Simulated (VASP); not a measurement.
# BP (zinc blende) (F-43m) in VASP: notebook

BP (zinc blende) is run at these levels: LDA; tasks: single point.

Everything below comes from runs of VASP 6.6.1. Logs are shortened: lines on timing, memory, paths and dates and some standing lists are left out, and cuts for length are marked.

### 1 The cell of the first run

Symmetry: F-43m, No. 216, cubic system. Conventional cell: a = 3.988 Å, b = 3.988 Å, c = 3.988 Å, α = 90.00°, β = 90.00°, γ = 90.00°. Within 2.3 Å of B (site symmetry -43m) lie 4 P at 1.73 Å. Within 2.3 Å of P (site symmetry -43m) lie 4 B at 1.73 Å.

### 2 Single point, LDA (volume scaled by 0.68)

INCAR

```
ALGO = Normal
EDIFF = 1E-6
ENCUT = 500
GGA_COMPAT = F
ISIF = 2
ISMEAR = 0
LASPH = T
LCHARG = F
LREAL = F
LWAVE = F
NBANDS = 11
NELM = 120
PREC = Accurate
SIGMA = 0.05
```

KPOINTS

```
k-points
0
Gamma
  12 12 12
```

POSCAR

```
BP
1.0
    0.0000000000      1.9939622563      1.9939622563
    1.9939622563      0.0000000000      1.9939622563
    1.9939622563      1.9939622563      0.0000000000
B P
1 1
Direct
    0.0000000000      0.0000000000      0.0000000000
    0.2500000000      0.2500000000      0.2500000000
```

Potentials or basis: VASP PAW LDA potentials, release 64 (B, P).

Command:

```sh
$ cat potpaw_LDA.64/B/POTCAR potpaw_LDA.64/P/POTCAR > POTCAR
$ mpirun -np 1 vasp_std > vasp.out
```

OUTCAR:

```text
EDIFF = 1E-6
   ENCUT = 500
   ISIF = 2
   ISMEAR = 0
   LASPH = T
   LREAL = F
   NELM = 120
   PREC = Accurate

 ion  position               nearest neighbor table
   1  0.000  0.000  0.000-   2 1.73   2 1.73   2 1.73   2 1.73
   2  0.250  0.250  0.250-   1 1.73   1 1.73   1 1.73   1 1.73

  LATTYP: Found a face centered cubic cell.
 ALAT       =     3.9879245126

  Lattice vectors:

 A1 = (   0.0000000000,   1.9939622563,   1.9939622563)
 A2 = (   1.9939622563,   0.0000000000,   1.9939622563)
 A3 = (   1.9939622563,   1.9939622563,   0.0000000000)

Analysis of symmetry for initial positions (statically):
=====================================================================
 Subroutine PRICEL returns:
 Original cell was already a primitive cell.

 Routine SETGRP: Setting up the symmetry group for a
 face centered cubic supercell.

 Subroutine GETGRP returns: Found 24 space group operations
 (whereof 24 operations were pure point group operations)
 out of a pool of 48 trial point group operations.

The static configuration has the point symmetry T_d .

Analysis of symmetry for dynamics (positions and initial velocities):
=====================================================================
 Subroutine PRICEL returns:
 Original cell was already a primitive cell.

 Routine SETGRP: Setting up the symmetry group for a
 face centered cubic supercell.

 Subroutine GETGRP returns: Found 24 space group operations
 (whereof 24 operations were pure point group operations)
 out of a pool of 48 trial point group operations.

The dynamic configuration has the point symmetry T_d .

 Subroutine INISYM returns: Found 24 space group operations
 (whereof 24 operations are pure point group operations),
 and found     1 'primitive' translations

----------------------------------------------------------------------------------------

                                     Primitive cell

  volume of cell :      15.8555

  direct lattice vectors                    reciprocal lattice vectors
     0.000000000  1.993962256  1.993962256    -0.250757003  0.250757003  0.250757003
     1.993962256  0.000000000  1.993962256     0.250757003 -0.250757003  0.250757003
     1.993962256  1.993962256  0.000000000     0.250757003  0.250757003 -0.250757003

  length of vectors
     2.819888466  2.819888466  2.819888466     0.434323870  0.434323870  0.434323870

  position of ions in fractional coordinates (direct lattice)
     0.000000000  0.000000000  0.000000000
     0.250000000  0.250000000  0.250000000

  ion indices of the primitive-cell ions
   primitive index   ion index
                 1           1
                 2           2

----------------------------------------------------------------------------------------

 KPOINTS: k-points

Automatic generation of k-mesh.
 Grid dimensions read from file:
 generate k-points for:   12   12   12

 Generating k-lattice:

  Cartesian coordinates                     Fractional coordinates (reciprocal lattice)
    -0.020896417  0.020896417  0.020896417     0.083333333  0.000000000  0.000000000
     0.020896417 -0.020896417  0.020896417     0.000000000  0.083333333  0.000000000
     0.020896417  0.020896417 -0.020896417     0.000000000  0.000000000  0.083333333

  Length of vectors
     0.036193656  0.036193656  0.036193656

  Shift w.r.t. Gamma in fractional coordinates (k-lattice)
     0.000000000  0.000000000  0.000000000

 Subroutine IBZKPT returns following result:
 ===========================================

 Found     72 irreducible k-points:

 Following reciprocal coordinates:
            Coordinates               Weight
  0.000000  0.000000  0.000000      1.000000
  0.083333  0.000000  0.000000      8.000000
  0.166667  0.000000  0.000000      8.000000
  0.250000  0.000000  0.000000      8.000000
  0.333333  0.000000  0.000000      8.000000
  0.416667  0.000000  0.000000      8.000000
[... 16 lines left out ...]
  0.500000  0.166667  0.000000     24.000000
 -0.416667  0.166667  0.000000     24.000000
 [... further k-points ...]
   k-points           NKPTS =     72   k-points in BZ     NKDIM =     72   number of bands    NBANDS=     11
   number of dos      NEDOS =    301   number of ions     NIONS =      2
   total plane-waves  NPLWV =  13824
   dimension x,y,z NGX =    24 NGY =   24 NGZ =   24
   dimension x,y,z NGXF=    48 NGYF=   48 NGZF=   48
   ions per type =               1   1
   NGX,Y,Z   is equivalent  to a cutoff of  14.15, 14.15, 14.15 a.u.
   NGXF,Y,Z  is equivalent  to a cutoff of  28.30, 28.30, 28.30 a.u.
 SYSTEM =  unknown system
   PREC   = accura    normal or accurate (medium, high low for compatibility)
   ISTART =      0    job   : 0-new  1-cont  2-samecut
   ICHARG =      2    charge: 1-file 2-atom 10-const
   ISPIN  =      1    spin polarized calculation?
   LNONCOLLINEAR =      F non collinear calculations
   LSORBIT =      F    spin-orbit coupling
   LASPH  =      T    aspherical Exc in radial PAW
   ENCUT  =  500.0 eV  36.75 Ry    6.06 a.u.   5.14  5.14  5.14*2*pi/ulx,y,z
   NELM   =    120;   NELMIN=  2; NELMDL= -5     # of ELM steps
   EDIFF  = 0.1E-05   stopping-criterion for ELM
   LREAL  =      F    real-space projection
   EDIFFG = 0.1E-04   stopping-criterion for IOM
   NSW    =      0    number of steps for IOM
   IBRION =     -1    ionic relax: 0-MD 1-quasi-New 2-CG
   NFREE  =      0    steps in history (QN), initial steepest desc. (CG)
   ISIF   =      2    stress and relaxation
   ISYM   =      2    0-nonsym 1-usesym 2-fastsym
   POTIM  = 0.5000    time-step for ionic-motion
   TEBEG  =    0.0;   TEEND  =   0.0 temperature during run
   PSTRESS=    0.0 pullay stress
   NELECT =       8.0000    total number of electrons
   NUPDOWN=      -1.0000    fix difference up-down
   EMIN   =  10.00;   EMAX   =-10.00  energy-range for DOS
   EFERMI =   0.00;   METHOD = LEGACY
   ISMEAR =     0;   SIGMA  =   0.05  broadening in eV -4-tet -1-fermi 0-gaus
   EFERMI_NEDOS =   21; number of points for ismear=-14 and -15
   IALGO  =     38    algorithm
   IMIX   =      4    mixing-type and parameters
     AMIX     =   0.40;   BMIX     =  1.00
     AMIX_MAG =   1.60;   BMIX_MAG =  1.00
  volume/ion in A,a.u.               =       7.93        53.50
  Fermi-wavevector in a.u.,A,eV,Ry     =   1.303300  2.462881 23.110750  1.698592
  Thomas-Fermi vector in A             =   2.434312
   LORBIT       =      0    0 simple, 1 ext, 2 COOP (PROOUT), +10 PAW based schemes
   GGA     = CA    functional components
   LHFCALC =     F    Hartree Fock is set to
   AEXX    =    0.0000 exact exchange contribution
   IVDW    =     0    specifies the selected vdW correction
   LEPSILON=     F    determine dielectric tensor
   LRPA    =     F    only Hartree local field effects (RPA)
 non-spin polarized calculation
 Gauss-broadening in eV      SIGMA  =   0.05
  energy-cutoff  :      500.00
  volume of cell :       15.86
 maximum number of plane-waves:       419
 NGX is ok and might be reduce to    24
   NGX = 11   NGY = 11   NGZ = 11

 number of electron       8.0000000 magnetization

 Free energy of the ion-electron system (eV)
  ---------------------------------------------------
  ext. energy  EPLUGINS =         0.00000000
  ---------------------------------------------------
  free energy    TOTEN  =       -12.48488291 eV

  energy without entropy =      -12.48488291  energy(sigma->0) =      -12.48488291

 E-fermi :  12.8423     XC(G=0): -12.7660

 val. band max:       12.6173474497   @ k =   0.0000   0.0000   0.0000
 cond. band min:      13.1385753974   @ k =   0.5000   0.5000   0.0000
 fundamental gap:      0.5212279478
 Fermi energy:        12.8423366093

 k-point     1 :       0.0000    0.0000    0.0000
  band No.  band energies     occupation
      1      -6.5234      2.00000
      2      12.6173      2.00000
      3      12.6173      2.00000
      4      12.6173      2.00000
      5      17.0683      0.00000
      6      17.0683      0.00000
      7      17.0683      0.00000
      8      26.0424      0.00000
      9      26.2125      0.00000
     10      26.2125      0.00000
     11      27.8237      0.00000

 k-point     2 :       0.0833    0.0000    0.0000
  band No.  band energies     occupation
      1      -6.3560      2.00000
      2      11.4651      2.00000
      3      12.3565      2.00000
      4      12.3565      2.00000
      5      17.4475      0.00000
      6      17.4475      0.00000
      7      17.6298      0.00000
      8      25.4330      0.00000
      9      25.4330      0.00000
     10      25.9350      0.00000
     11      28.3004      0.00000

 k-point     3 :       0.1667    0.0000    0.0000
  band No.  band energies     occupation
      1      -5.8557      2.00000
      2       9.1421      2.00000
      3      11.8102      2.00000
      4      11.8102      2.00000
      5      18.1693      0.00000
      6      18.1693      0.00000
      7      18.3697      0.00000
      8      24.5185      0.00000
      9      24.5185      0.00000
     10      25.5711      0.00000
     11      29.2462      0.00000

 k-point     4 :       0.2500    0.0000    0.0000
  band No.  band energies     occupation
      1      -5.0297      2.00000
      2       6.5826      2.00000
      3      11.2720      2.00000
      4      11.2720      2.00000
      5      18.4658      0.00000
      6      18.4658      0.00000
      7      18.7922      0.00000
      8      24.7507      0.00000
      9      24.7507      0.00000
     10      25.0416      0.00000
     11      30.1138      0.00000

 k-point     5 :       0.3333    0.0000    0.0000
  band No.  band energies     occupation
      1      -3.8960      2.00000
      2       4.1038      2.00000
      3      10.8631      2.00000
      4      10.8631      2.00000
      5      18.1815      0.00000
      6      18.1815      0.00000
      7      18.9854      0.00000
      8      24.5364      0.00000
      9      26.3034      0.00000
     10      26.3034      0.00000
     11      30.9786      0.00000
[... 211 lines left out ...]
 k-point    21 :       0.3333    0.1667    0.0000
  band No.  band energies     occupation
      1      -4.1005      2.00000
      2       6.1304      2.00000
      3       9.2715      2.00000
      4       9.7794      2.00000
      5      15.7933      0.00000
      6      19.2978      0.00000
      7      21.3648      0.00000
      8      21.9890      0.00000
      9      28.4051      0.00000
     10      28.7079      0.00000
     11      32.1090      0.00000

 k-point    22 :       0.4167    0.1667    0.0000
  band No.  band energies     occupation
      1      -2.8820      2.00000
      2       3.8088      2.00000
      3       8.9784      2.00000
      4       9.1459      2.00000
      5      15.7871      0.00000
      6      20.5308      0.00000
      7      20.8129      0.00000
      8      22.6218      0.00000
      9      28.2921      0.00000
     10      30.0713      0.00000
     11      32.7438      0.00000

 k-point    23 :       0.5000    0.1667    0.0000
  band No.  band energies     occupation
      1      -1.4941      2.00000
      2       1.7971      2.00000
      3       8.2874      2.00000
      4       9.2871      2.00000
      5      15.8926      0.00000
      6      20.1782      0.00000
      7      21.3215      0.00000
      8      24.1230      0.00000
      9      27.8109      0.00000
     10      30.1928      0.00000
     11      32.8170      0.00000

 k-point    24 :      -0.4167    0.1667    0.0000
  band No.  band energies     occupation
      1      -1.1120      2.00000
      2       1.3280      2.00000
      3       7.7951      2.00000
      4       9.6793      2.00000
      5      16.2805      0.00000
      6      19.7007      0.00000
      7      21.4535      0.00000
      8      25.9362      0.00000
      9      27.4368      0.00000
     10      27.7272      0.00000
     11      32.4407      0.00000

 [... further k-points ...]
[... 5 lines left out ...]
  --------------------------------------------------------------------------------------
  -------------------------------------------------------------------------------------
  Total       11.7907821     11.7907821     11.7907821      0.0000000      0.0000000      0.0000000
  in kB     1191.4406136   1191.4406136   1191.4406136      0.0000000      0.0000000      0.0000000
  external PRESSURE =    1191.4406136 kB  Pullay stress =       0.0000000 kB

 VOLUME and BASIS-vectors are now :
 -----------------------------------------------------------------------------
  energy-cutoff  :      500.00
  volume of cell :       15.86
      direct lattice vectors                 reciprocal lattice vectors
     0.000000000  1.993962256  1.993962256    -0.250757003  0.250757003  0.250757003
     1.993962256  0.000000000  1.993962256     0.250757003 -0.250757003  0.250757003
     1.993962256  1.993962256  0.000000000     0.250757003  0.250757003 -0.250757003

 POSITION                                       TOTAL-FORCE (eV/Angst)
 -----------------------------------------------------------------------------------
      0.00000      0.00000      0.00000        -0.000000     -0.000000     -0.000000
      0.99698      0.99698      0.99698         0.000000      0.000000      0.000000
 -----------------------------------------------------------------------------------
    total drift:                               -0.000000     -0.000000     -0.000000

  FREE ENERGIE OF THE ION-ELECTRON SYSTEM (eV)
  ---------------------------------------------------
  free  energy   TOTEN  =       -12.4848829140 eV

  energy  without entropy=      -12.4848829140  energy(sigma->0) =      -12.48488291
```

It took 3.8 s on 1 thread of Intel Xeon 6975P-C (Granite Rapids), shared host; peak memory 0.12 GiB.

Results:

- Free energy: -12.4849 eV
- Pressure: 119.1 GPa
- Band gap on the k mesh: 0.52 eV, indirect (least direct gap 4.40 eV)

### 3 Single point, LDA (volume scaled by 0.72)

INCAR

```
ALGO = Normal
EDIFF = 1E-6
ENCUT = 500
GGA_COMPAT = False
ISIF = 2
ISMEAR = 0
LASPH = True
LCHARG = True
LELF = True
LREAL = False
LVHAR = True
LWAVE = False
NBANDS = 11
NELM = 120
PREC = Accurate
SIGMA = 0.05
```

KPOINTS is that of step 2.

POSCAR

```
BP
1.0
    0.0000000000      2.0323170526      2.0323170526
    2.0323170526      0.0000000000      2.0323170526
    2.0323170526      2.0323170526      0.0000000000
B P
1 1
Direct
    0.0000000000      0.0000000000      0.0000000000
    0.2500000000      0.2500000000      0.2500000000
```

Potentials or basis: VASP PAW LDA potentials, release 64 (B, P).

Command:

```sh
$ cat potpaw_LDA.64/B/POTCAR potpaw_LDA.64/P/POTCAR > POTCAR
$ mpirun -np 1 vasp_std > vasp.out
```

OUTCAR:

```text
EDIFF = 1E-6
   ENCUT = 500
   ISIF = 2
   ISMEAR = 0
   LASPH = True
   LREAL = False
   NELM = 120
   PREC = Accurate

 ion  position               nearest neighbor table
   1  0.000  0.000  0.000-   2 1.76   2 1.76   2 1.76   2 1.76
   2  0.250  0.250  0.250-   1 1.76   1 1.76   1 1.76   1 1.76

  LATTYP: Found a face centered cubic cell.
 ALAT       =     4.0646341052

  Lattice vectors:

 A1 = (   0.0000000000,   2.0323170526,   2.0323170526)
 A2 = (   2.0323170526,   0.0000000000,   2.0323170526)
 A3 = (   2.0323170526,   2.0323170526,   0.0000000000)

Analysis of symmetry for initial positions (statically):
=====================================================================
 Subroutine PRICEL returns:
 Original cell was already a primitive cell.

 Routine SETGRP: Setting up the symmetry group for a
 face centered cubic supercell.

 Subroutine GETGRP returns: Found 24 space group operations
 (whereof 24 operations were pure point group operations)
 out of a pool of 48 trial point group operations.

The static configuration has the point symmetry T_d .

Analysis of symmetry for dynamics (positions and initial velocities):
[... 166 lines left out ...]

 k-point     1 :       0.0000    0.0000    0.0000
  band No.  band energies     occupation
      1      -6.7758      2.00000
      2      11.7766      2.00000
      3      11.7766      2.00000
      4      11.7766      2.00000
      5      15.9899      0.00000
      6      15.9899      0.00000
      7      15.9899      0.00000
      8      24.3941      0.00000
      9      25.1191      0.00000
     10      25.1191      0.00000
     11      26.1527      0.00000
[... 309 lines left out ...]
 k-point    24 :      -0.4167    0.1667    0.0000
  band No.  band energies     occupation
      1      -1.6455      2.00000
      2       0.9128      2.00000
      3       7.0750      2.00000
      4       8.9139      2.00000
      5      15.4151      0.00000
      6      18.6875      0.00000
      7      20.1831      0.00000
      8      24.5852      0.00000
      9      26.0804      0.00000
     10      26.4718      0.00000
     11      30.9111      0.00000

 [... further k-points ...]
[... 5 lines left out ...]
  --------------------------------------------------------------------------------------
  -------------------------------------------------------------------------------------
  Total        9.4606851      9.4606851      9.4606851     -0.0000000      0.0000000     -0.0000000
  in kB      902.8774160    902.8774160    902.8774160     -0.0000000      0.0000000     -0.0000000
  external PRESSURE =     902.8774160 kB  Pullay stress =       0.0000000 kB

 VOLUME and BASIS-vectors are now :
 -----------------------------------------------------------------------------
  energy-cutoff  :      500.00
  volume of cell :       16.79
      direct lattice vectors                 reciprocal lattice vectors
     0.000000000  2.032317053  2.032317053    -0.246024605  0.246024605  0.246024605
     2.032317053  0.000000000  2.032317053     0.246024605 -0.246024605  0.246024605
     2.032317053  2.032317053  0.000000000     0.246024605  0.246024605 -0.246024605

 POSITION                                       TOTAL-FORCE (eV/Angst)
 -----------------------------------------------------------------------------------
      0.00000      0.00000      0.00000         0.000000      0.000000     -0.000000
      1.01616      1.01616      1.01616         0.000000     -0.000000      0.000000
 -----------------------------------------------------------------------------------
    total drift:                               -0.000000     -0.000000     -0.000000

  FREE ENERGIE OF THE ION-ELECTRON SYSTEM (eV)
  ---------------------------------------------------
  free  energy   TOTEN  =       -13.0921415383 eV

  energy  without entropy=      -13.0921415383  energy(sigma->0) =      -13.09214154
```

OSZICAR:

```text
N       E                     dE             d eps       ncg     rms          rms(c)
DAV:   1     0.860336866756E+01    0.86034E+01   -0.42749E+03  1608   0.660E+02
DAV:   2    -0.143924039747E+02   -0.22996E+02   -0.22118E+02  2079   0.121E+02
DAV:   3    -0.149004547198E+02   -0.50805E+00   -0.50715E+00  1968   0.152E+01
DAV:   4    -0.149017868967E+02   -0.13322E-02   -0.13321E-02  1837   0.932E-01
DAV:   5    -0.149017909896E+02   -0.40929E-05   -0.40929E-05  1980   0.506E-02    0.117E+01
DAV:   6    -0.133731780403E+02    0.15286E+01   -0.26924E+00  1806   0.847E+00    0.612E+00
DAV:   7    -0.131058636127E+02    0.26731E+00   -0.76419E-01  1942   0.462E+00    0.171E+00
DAV:   8    -0.130920923534E+02    0.13771E-01   -0.42131E-02  1873   0.132E+00    0.326E-01
DAV:   9    -0.130921554734E+02   -0.63120E-04   -0.71718E-04  1779   0.206E-01    0.207E-01
DAV:  10    -0.130921403569E+02    0.15117E-04   -0.11713E-04  1778   0.595E-02    0.387E-02
DAV:  11    -0.130921416410E+02   -0.12842E-05   -0.30994E-06  1908   0.115E-02    0.463E-02
DAV:  12    -0.130921415383E+02    0.10276E-06   -0.82572E-07  1011   0.437E-03
   1 F= -.13092142E+02 E0= -.13092142E+02  d E =-.288845E-12
```

stdout:

```text
POSCAR found type information on POSCAR B P
 POSCAR found :  2 types and       2 ions
 scaLAPACK will be used
 LDA part: xc-table for (Slater(with rela. corr.)+CA(PZ))
 , standard interpolation
 POSCAR, INCAR and KPOINTS ok, starting setup
 FFT: planning ... GRIDC
 FFT: planning ... GRID_SOFT
 FFT: planning ... GRID
 WAVECAR not read
 entering main loop
```

Wall time 4.2 s (1 thread of Intel Xeon 6975P-C (Granite Rapids), shared host); peak memory 0.12 GiB.

Results:

- Free energy: -13.0921 eV
- Pressure: 90.3 GPa
- Band gap on the k mesh: 0.64 eV, indirect (least direct gap 4.21 eV)

Levels at points of the mesh, in eV from the valence-band top:
```tsv
k point	band 2	band 3	band 4	band 5	band 6	band 7
(0.00, 0.00, 0.00)	0.00	0.00	0.00	4.21	4.21	4.21
(0.50, 0.00, 0.00)	-11.57	-2.06	-2.06	4.97	4.97	6.02
(0.50, 0.50, 0.00)	-10.24	-5.28	-5.28	0.64	1.42	15.32
```

 A k mesh can miss the band edges.
